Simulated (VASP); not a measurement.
Set up this calculation in VASP 6.6.1, as the native input.

- Task: single point
- Functional: PBEsol
- Potentials or basis: VASP PAW PBE potentials, release 64 (Hf_pv, C)
- Cutoff: 520 eV
- k mesh: 18 × 18 × 18
- Occupations: gaussian, width 0.15 eV
- Spin: no spin polarisation
- Dipole correction: no
- Further INCAR settings: ALGO = Normal; EDIFF = 1e-07; NBANDS = 14

The structure of HfC lies in POSCAR:

```
HfC
1.0
    0.0653325000      2.3250000000      2.3250000000
    2.3903325000      0.0000000000      2.3903325000
    2.3250000000      2.3250000000      0.0653325000
Hf C
1 1
Direct
    0.5000000000      0.5000000000      0.5000000000
    0.0000000000      0.0000000000      0.0000000000
```

This cell differs from its parent crystal: strain +0.0562 x Voigt [0, 0, 0, 0, 1, 0].

One way to write it, as run:

INCAR

```
SYSTEM = HfC
PREC = Accurate
ENCUT = 520
EDIFF = 1E-7
ISMEAR = 0
SIGMA = 0.15
LREAL = .FALSE.
LASPH = .TRUE.
NELM = 100
ALGO = Normal
ISIF = 2
LWAVE = .FALSE.
LCHARG = .TRUE.
GGA = PS
LELF = .TRUE.
LVHAR = .TRUE.
NBANDS = 14
```

KPOINTS

```
regular mesh
0
G
  18 18 18
  0 0 0
```

Potentials or basis: VASP PAW PBE potentials, release 64 (Hf_pv, C).

Run with:

```console
$ cat potpaw_PBE.64/Hf_pv/POTCAR potpaw_PBE.64/C/POTCAR > POTCAR
$ mpirun -np 1 vasp_std > vasp.out
```

It gave:

```
Pressure               : -6.8 GPa
Band gap on the k mesh : zero (bands 7 and 8 overlap by 1.38 eV)
```

Caveat: the cell differs from its parent crystal (strain +0.0562 x Voigt [0, 0, 0, 0, 1, 0]); the cell stands under tension; the PAW data sets were made with another functional, which shifts forces and pressure a little; spin-orbit coupling is left out, which moves the levels of the heavy elements.

It took 6 min on 1 thread of Intel Xeon 8259CL, on a shared host, peak memory 0.42 GiB.
